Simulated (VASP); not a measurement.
GaSb:

```
CELL_PARAMETERS angstrom
0.00000 3.05900 3.05900
3.05900 0.00000 3.05900
3.05900 3.05900 0.00000
ATOMIC_POSITIONS crystal
Sb 0.75000 0.75000 0.75000
Ga 0.00000 0.00000 0.00000
```

| Item | Value |
| --- | --- |
| Program | VASP 6.6.1 |
| Task | relaxation of cell and atoms |
| Functional | SVWN5 |
| Potentials or basis | VASP PAW PBE potentials, release 64 (Sb, Ga_d) |
| Cutoff | 600 eV |
| k mesh | 8 × 8 × 8 |
| Occupations | fermi-dirac, width 0.05 eV |
| Spin | no spin polarisation |

At the start: pressure -1.7 GPa; volume 28.62 Å³/atom.

Where does the relaxation end?

Over 3 steps the energy falls by 4.9 meV/atom and the volume is 27.71 Å³/atom (-3.2 %); space group F-43m (No. 216, to 0.05 Å).

Step by step:
```tsv
step	energy change (eV)	largest force (eV/Å)	pressure (GPa)	volume (Å³)
1	0.0000	0.0000	-1.68	57.25
2	-0.0087	0.0000	0.62	54.80
3	-0.0098	0.0000	-0.01	55.42
```

Final structure:
```yaml
crystal:
  lattice:
    - [0.00000, 3.02598, 3.02598]
    - [3.02598, 0.00000, 3.02598]
    - [3.02598, 3.02598, 0.00000]
  atoms:
    - { symbol: Sb, position: [0.75000, 0.75000, 0.75000] }
    - { symbol: Ga, position: [0.00000, 0.00000, 0.00000] }
```

Caveat: the PAW data sets were made with another functional, which shifts forces and pressure a little.
